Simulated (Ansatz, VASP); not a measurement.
**One calculation of TaGe3Ru, two programs**

```xyz
5
Lattice="4.9046 0.0000 0.0000 0.0000 4.9046 0.0000 0.0000 0.0000 4.9046" Properties=species:S:1:pos:R:3 pbc="T T T"
Ta    0.0000    0.0000    0.0000
Ge    2.4523    0.0000    0.0000
Ge    0.0000    2.4523    0.0000
Ge    0.0000    0.0000    2.4523
Ru    2.4523    2.4523    2.4523
```

Change from the starting cell: species swapped into the Sm3SnN type (Pm-3m, No. 221).

Alike in both runs: functional PBE; k mesh 4 × 4 × 4; occupations gaussian, width 0.1 eV; no spin polarisation.

Ansatz relaxed the structure, and its values are those at the end. VASP's run is a single point on that final structure, the one shown.

```csv
,VASP,Ansatz
version,VASP 6.6.1,Ansatz 0.2.0
potentials or method,"VASP PAW PBE potentials, release 64 (Ta_pv, Ge_d, Ru_pv), cutoff 520 eV","scalar-relativistic, plane waves, PAW"
valence electrons in the cell,67,71
```

|  | VASP | Ansatz | Ansatz less VASP |
| --- | --- | --- | --- |
| gap on the k mesh at the Fermi level (eV) | none | none | - |
| pressure (GPa) | 0.1 | 0.1 | -0.02 |

A gap of «none» marks a metal or a gap that the smearing closes. With one functional, cell and mesh, what is left measures potentials, basis and numerics. VASP's potentials hold 67 valence electrons a cell and Ansatz's 71, so a difference there can come from the potentials and not from the codes.

Neither program's run includes spin-orbit coupling.
